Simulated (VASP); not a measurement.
# TbGa2O3 (C2/m) in VASP: relaxation of cell and atoms with PBE

Aim: the relaxation of cell and atoms of TbGa2O3 with PBE.

All numbers are computed with VASP 6.6.1; they aren't measurements. Logs are shortened: lines on timing, memory, paths and dates and some standing lists are left out, and cuts for length are marked.

**1. The cell of the first run**

Symmetry: C2/m, No. 12, monoclinic system. Conventional cell: a = 10.534 Å, b = 4.581 Å, c = 3.505 Å, α = 90.00°, β = 91.24°, γ = 90.00°. Within 3.0 Å of Tb (site symmetry 2/m) lie 6 O at 2.29 Å. Within 2.8 Å of Ga (site symmetry m) lie 5 O at 2.14 to 2.41 Å. O (site symmetry m) has 3 Ga at 2.14 to 2.30 Å and 2 Tb at 2.29 Å within 2.8 Å. O (site symmetry 2/m) has 2 Tb at 2.29 Å and 4 Ga at 2.40 to 2.41 Å within 3.0 Å.

The cell was generated, and may not be a known phase.

**2. Relaxation of cell and atoms, PBE**

Contents of INCAR:

```
PREC = Accurate
ENCUT = 600
EDIFF = 1E-7
ISMEAR = 0
SIGMA = 0.2
LREAL = F
LASPH = T
NELM = 200
ALGO = Normal
ISIF = 3
LWAVE = F
LCHARG = F
GGA = PE
IBRION = 2
NSW = 36
EDIFFG = -0.08
GGA_COMPAT = F
NELMIN = 4
LMAXMIX = 6
```

Contents of KPOINTS:

```
regular mesh
0
Gamma
  4 4 5
```

Contents of POSCAR:

```
TbGa2O3
1.0
    5.2667811800     -2.2903872400      0.0000000000
    5.2667811800      2.2903872400      0.0000000000
   -0.0755796200      0.0000000000      3.5040240700
Tb Ga O
1 2 3
Direct
    0.0000000000      0.0000000000      0.0000000000
    0.6566882700      0.6566882700      0.5071920800
    0.3433117300      0.3433117300      0.4928079200
    0.8597577200      0.8597577200      0.4906698800
    0.5000000000      0.5000000000      0.0000000000
    0.1402422800      0.1402422800      0.5093301200
```

Potentials or basis: VASP PAW PBE potentials, release 64 (Tb_3, Ga_d, O), 4f in core.

Run with:

```console
cat potpaw_PBE.64/Tb_3/POTCAR potpaw_PBE.64/Ga_d/POTCAR potpaw_PBE.64/O/POTCAR > POTCAR
mpirun -np 1 vasp_std > vasp.out
```

OUTCAR:

```text
PREC = Accurate
   ENCUT = 600
   EDIFF = 1E-7
   ISMEAR = 0
   LREAL = F
   LASPH = T
   NELM = 200
   ISIF = 3
   GGA = PE
   IBRION = 2
   NSW = 36
   EDIFFG = -0.08
   NELMIN = 4

 ion  position               nearest neighbor table
   1  0.000  0.000  0.000-   5 2.29   5 2.29   4 2.29   6 2.29   6 2.29   4 2.29   2 3.32   3 3.32
                             2 3.32   3 3.32   2 3.33   3 3.33   3 3.33   2 3.33
   2  0.657  0.657  0.507-   4 2.14   6 2.30   6 2.30   5 2.40   5 2.41   1 3.32   1 3.32   1 3.33
                             1 3.33
   3  0.343  0.343  0.493-   6 2.14   4 2.30   4 2.30   5 2.40   5 2.41   1 3.32   1 3.32   1 3.33
                             1 3.33
   4  0.860  0.860  0.491-   2 2.14   1 2.29   1 2.29   3 2.30   3 2.30
   5  0.500  0.500  0.000-   1 2.29   1 2.29   2 2.40   3 2.40   3 2.41   2 2.41
   6  0.140  0.140  0.509-   3 2.14   1 2.29   1 2.29   2 2.30   2 2.30

  LATTYP: Found a base centered monoclinic cell.
 ALAT       =    10.5335623600
 B/A-ratio  =     0.4348741977
 C/A-ratio  =     0.3327306526
 COS(beta)  =    -0.0215643624

  Lattice vectors:

 A1 = (   5.2667811800,  -2.2903872400,   0.0000000000)
 A2 = (   5.2667811800,   2.2903872400,   0.0000000000)
 A3 = (  -0.0755796200,   0.0000000000,   3.5040240700)

Analysis of symmetry for initial positions (statically):
=====================================================================
 Subroutine PRICEL returns:
 Original cell was already a primitive cell.

 Routine SETGRP: Setting up the symmetry group for a
 base centered monoclinic supercell.

 Subroutine GETGRP returns: Found  4 space group operations
 (whereof  4 operations were pure point group operations)
 out of a pool of  4 trial point group operations.

The static configuration has the point symmetry C_2h.

Analysis of symmetry for dynamics (positions and initial velocities):
=====================================================================
 Subroutine PRICEL returns:
 Original cell was already a primitive cell.

 Routine SETGRP: Setting up the symmetry group for a
 base centered monoclinic supercell.

 Subroutine GETGRP returns: Found  4 space group operations
 (whereof  4 operations were pure point group operations)
 out of a pool of  4 trial point group operations.

The dynamic configuration has the point symmetry C_2h.

 Subroutine INISYM returns: Found  4 space group operations
 (whereof  4 operations are pure point group operations),
 and found     1 'primitive' translations

----------------------------------------------------------------------------------------

                                     Primitive cell

  volume of cell :      84.5379

  direct lattice vectors                    reciprocal lattice vectors
     5.266781180 -2.290387240  0.000000000     0.094934645 -0.218303696  0.002047681
     5.266781180  2.290387240  0.000000000     0.094934645  0.218303696  0.002047681
    -0.075579620  0.000000000  3.504024070     0.000000000  0.000000000  0.285386167

  length of vectors
     5.743244528  5.743244528  3.504839078     0.238061512  0.238061512  0.285386167

  position of ions in fractional coordinates (direct lattice)
     0.000000000  0.000000000  0.000000000
     0.656688270  0.656688270  0.507192080
     0.343311730  0.343311730  0.492807920
     0.859757720  0.859757720  0.490669880
     0.500000000  0.500000000  0.000000000
     0.140242280  0.140242280  0.509330120

  ion indices of the primitive-cell ions
   primitive index   ion index
                 1           1
                 2           2
                 3           3
                 4           4
                 5           5
                 6           6

----------------------------------------------------------------------------------------

 KPOINTS: regular mesh

Automatic generation of k-mesh.
 Grid dimensions read from file:
 generate k-points for:    4    4    5

 Generating k-lattice:

  Cartesian coordinates                     Fractional coordinates (reciprocal lattice)
     0.023733661 -0.054575924  0.000511920     0.250000000  0.000000000  0.000000000
     0.023733661  0.054575924  0.000511920     0.000000000  0.250000000  0.000000000
     0.000000000  0.000000000  0.057077233     0.000000000  0.000000000  0.200000000

  Length of vectors
     0.059515378  0.059515378  0.057077233

  Shift w.r.t. Gamma in fractional coordinates (k-lattice)
     0.000000000  0.000000000  0.000000000

 Subroutine IBZKPT returns following result:
 ===========================================

 Found     27 irreducible k-points:

 Following reciprocal coordinates:
            Coordinates               Weight
  0.000000  0.000000  0.000000      1.000000
  0.250000 -0.000000  0.000000      4.000000
  0.500000 -0.000000  0.000000      2.000000
  0.250000  0.250000  0.000000      2.000000
  0.500000  0.250000  0.000000      4.000000
 -0.250000  0.250000  0.000000      2.000000
[... 16 lines left out ...]
  0.500000  0.250000  0.400000      4.000000
 -0.250000  0.250000  0.400000      4.000000
 [... further k-points ...]
   k-points           NKPTS =     27   k-points in BZ     NKDIM =     27   number of bands    NBANDS=     31
   number of dos      NEDOS =    301   number of ions     NIONS =      6
   total plane-waves  NPLWV =  64512
   dimension x,y,z NGX =    48 NGY =   48 NGZ =   28
   dimension x,y,z NGXF=    96 NGYF=   96 NGZF=   56
   ions per type =               1   2   3
   NGX,Y,Z   is equivalent  to a cutoff of  13.89, 13.89, 13.28 a.u.
   NGXF,Y,Z  is equivalent  to a cutoff of  27.79, 27.79, 26.56 a.u.
 SYSTEM =  unknown system
   PREC   = accura    normal or accurate (medium, high low for compatibility)
   ISTART =      0    job   : 0-new  1-cont  2-samecut
   ICHARG =      2    charge: 1-file 2-atom 10-const
   ISPIN  =      1    spin polarized calculation?
   LNONCOLLINEAR =      F non collinear calculations
   LSORBIT =      F    spin-orbit coupling
   LASPH  =      T    aspherical Exc in radial PAW
   ENCUT  =  600.0 eV  44.10 Ry    6.64 a.u.  11.47 11.47  7.00*2*pi/ulx,y,z
   NELM   =    200;   NELMIN=  4; NELMDL= -5     # of ELM steps
   EDIFF  = 0.1E-06   stopping-criterion for ELM
   LREAL  =      F    real-space projection
   EDIFFG = -.8E-01   stopping-criterion for IOM
   NSW    =     36    number of steps for IOM
   IBRION =      2    ionic relax: 0-MD 1-quasi-New 2-CG
   NFREE  =      1    steps in history (QN), initial steepest desc. (CG)
   ISIF   =      3    stress and relaxation
   ISYM   =      2    0-nonsym 1-usesym 2-fastsym
   POTIM  = 0.5000    time-step for ionic-motion
   TEBEG  =    0.0;   TEEND  =   0.0 temperature during run
   PSTRESS=    0.0 pullay stress
   NELECT =      53.0000    total number of electrons
   NUPDOWN=      -1.0000    fix difference up-down
   EMIN   =  10.00;   EMAX   =-10.00  energy-range for DOS
   EFERMI =   0.00;   METHOD = LEGACY
   ISMEAR =     0;   SIGMA  =   0.20  broadening in eV -4-tet -1-fermi 0-gaus
   EFERMI_NEDOS =   21; number of points for ismear=-14 and -15
   IALGO  =     38    algorithm
   IMIX   =      4    mixing-type and parameters
     AMIX     =   0.40;   BMIX     =  1.00
     AMIX_MAG =   1.60;   BMIX_MAG =  1.00
  volume/ion in A,a.u.               =      14.09        95.08
  Fermi-wavevector in a.u.,A,eV,Ry     =   1.401145  2.647780 26.711051  1.963207
  Thomas-Fermi vector in A             =   2.524035
   LORBIT       =      0    0 simple, 1 ext, 2 COOP (PROOUT), +10 PAW based schemes
   GGA     = PE    functional components
   LHFCALC =     F    Hartree Fock is set to
   AEXX    =    0.0000 exact exchange contribution
   IVDW    =     0    specifies the selected vdW correction
   LEPSILON=     F    determine dielectric tensor
   LRPA    =     F    only Hartree local field effects (RPA)
 conjugate gradient relaxation of ions
 non-spin polarized calculation
 Gauss-broadening in eV      SIGMA  =   0.20
  energy-cutoff  :      600.00
  volume of cell :       84.54
 maximum number of plane-waves:      2835
 NGX is ok and might be reduce to    48
   NGX = 23   NGY = 23   NGZ = 13

--------------------------------------- Ionic step        1  -------------------------------------------

 number of electron      52.9999999 magnetization

 Free energy of the ion-electron system (eV)
  ---------------------------------------------------
  ext. energy  EPLUGINS =         0.00000000
  ---------------------------------------------------
  free energy    TOTEN  =       -35.43622176 eV

  energy without entropy =      -35.39714008  energy(sigma->0) =      -35.41668092

------------------------ aborting loop because EDIFF is reached ----------------------------------------

  FORCE on cell =-STRESS in cart. coord.  units (eV):
  Direction    XX          YY          ZZ          XY          YZ          ZX
  --------------------------------------------------------------------------------------
  -------------------------------------------------------------------------------------
  Total        5.4909098      5.6874358      3.9248784      0.0000000      0.0000000     -0.1039955
  in kB      104.0647446    107.7893434     74.3850263      0.0000000      0.0000000     -1.9709427
  external PRESSURE =      95.4130381 kB  Pullay stress =       0.0000000 kB
[... 145 lines left out ...]
  energy  without entropy=      -35.6041469044  energy(sigma->0) =      -35.62213823

--------------------------------------- Ionic step        5  -------------------------------------------

 number of electron      52.9999987 magnetization

 Free energy of the ion-electron system (eV)
  ---------------------------------------------------
  ext. energy  EPLUGINS =         0.00000000
  ---------------------------------------------------
  free energy    TOTEN  =       -35.64551558 eV

  energy without entropy =      -35.60794204  energy(sigma->0) =      -35.62672881

 E-fermi :   4.3315     XC(G=0): -10.5040

 val. band max:        4.3069839397   @ k =   0.2500  -0.0000   0.2000
 cond. band min:       4.3353030916   @ k =  -0.2500   0.5000   0.4000
 fundamental gap:      0.0283191519
 Fermi energy:         4.3315297879

 k-point     1 :       0.0000    0.0000    0.0000
  band No.  band energies     occupation
      1     -18.4207      2.00000
      2     -18.0680      2.00000
      3     -17.8062      2.00000
      4     -14.4809      2.00000
      5     -13.9289      2.00000
      6     -13.3880      2.00000
[... 805 lines left out ...]
     30       7.5563      0.00000
     31       8.3246      0.00000

 [... further k-points ...]

------------------------ aborting loop because EDIFF is reached ----------------------------------------

  FORCE on cell =-STRESS in cart. coord.  units (eV):
  Direction    XX          YY          ZZ          XY          YZ          ZX
  --------------------------------------------------------------------------------------
  -------------------------------------------------------------------------------------
  Total        0.3618331     -0.2451423      0.0271997      0.0000000      0.0000000      0.0565741
  in kB        6.3166329     -4.2795251      0.4748335      0.0000000      0.0000000      0.9876318
  external PRESSURE =       0.8373138 kB  Pullay stress =       0.0000000 kB
[... 21 lines left out ...]
  FREE ENERGIE OF THE ION-ELECTRON SYSTEM (eV)
  ---------------------------------------------------
  free  energy   TOTEN  =       -35.6455155794 eV

  energy  without entropy=      -35.6079420370  energy(sigma->0) =      -35.62672881

 reached required accuracy - stopping structural energy minimisation
```

Run time: 4.5 min. Hardware: 1 thread of Intel Xeon 6975P-C (Granite Rapids), shared host; peak memory 0.29 GiB.

What came out:

```yaml
Free_energy: -35.6455 eV
Relaxed_volume: 15.30 Å³/atom
Relaxed_cell: a = 5.952 Å, b = 5.952 Å, c = 3.572 Å, α = 91.30°, β = 91.30°, γ = 46.52°
Space_group_after_relaxing_to_0.1_Å: C2/m (No. 12)
Energy_gained_by_relaxing: 34.9 meV/atom
Ionic_steps: 5
Pressure_after_relaxing: 0.1 GPa
Largest_force_after_relaxing: 0.054 eV/Å
Band_gap_on_the_k_mesh: zero (an odd number of electrons rules out a gap without spin polarisation)
```

Forces on the atoms (eV/Å):
```
Tb   0.000  0.000  0.000
Ga  -0.017  0.000  0.005
Ga   0.017  0.000 -0.005
O   -0.051  0.000 -0.017
O    0.000  0.000  0.000
O    0.051  0.000  0.017
```

Stress tensor (GPa, compression positive):
```
 0.63  0.00  0.10
 0.00 -0.43  0.00
 0.10  0.00  0.05
```

Step by step:
```tsv
step	energy change (eV)	largest force (eV/Å)	pressure (GPa)	volume (Å³)
1	0.0000	0.1154	9.54	84.54
2	-0.1493	0.3862	-3.87	95.22
3	-0.1975	0.2656	-0.02	91.44
4	-0.2039	0.1621	0.00	91.55
5	-0.2093	0.0536	0.08	91.78
```

Final structure:
```yaml
crystal:
  lattice:
    - [5.46839, -2.35030, -0.00742]
    - [5.46839, 2.35030, -0.00742]
    - [-0.08340, 0.00000, 3.57055]
  atoms:
    - { symbol: Tb, position: [0.00000, 0.00000, 0.00000] }
    - { symbol: Ga, position: [0.65726, 0.65726, 0.50769] }
    - { symbol: Ga, position: [0.34274, 0.34274, 0.49231] }
    - { symbol: O, position: [0.86318, 0.86318, 0.49119] }
    - { symbol: O, position: [0.50000, 0.50000, 0.00000] }
    - { symbol: O, position: [0.13682, 0.13682, 0.50881] }
```

Levels at points of the mesh, in eV from the Fermi level:
```
           k point  band 23  band 24  band 25  band 26  band 27  band 28  band 29  band 30  band 31
(0.00, 0.00, 0.00)    -3.70    -3.35    -2.92    -2.84     0.03     2.31     3.35     3.45     3.94
(0.50, 0.00, 0.00)    -3.67    -3.10    -3.01    -0.34     0.15     2.05     2.60     3.65     4.67
(0.50, 0.50, 0.00)    -3.49    -2.90    -2.89    -2.86    -0.37     2.38     3.58     3.91     4.14
```

Caveat: the k points lie up to 0.36 Å⁻¹ apart in the final cell, too coarse for converged energies and pressures of a metal; spin-orbit coupling is left out, which moves the levels of the heavy elements; the 4f electrons are frozen in the core, so they carry no moment and show no levels; an odd number of electrons without spin polarisation forces a metal; a magnetic or distorted state may lie lower; the run has no spin polarisation, though such a crystal can be magnetic; the relaxation stopped at a loose force limit of 0.08 eV/Å, so its end isn't a converged minimum. Spin polarisation is off, so any magnetic state and its effect on volume and gap are missing.

The gap in the log of VASP goes by the Fermi energy; the results here count the filled bands.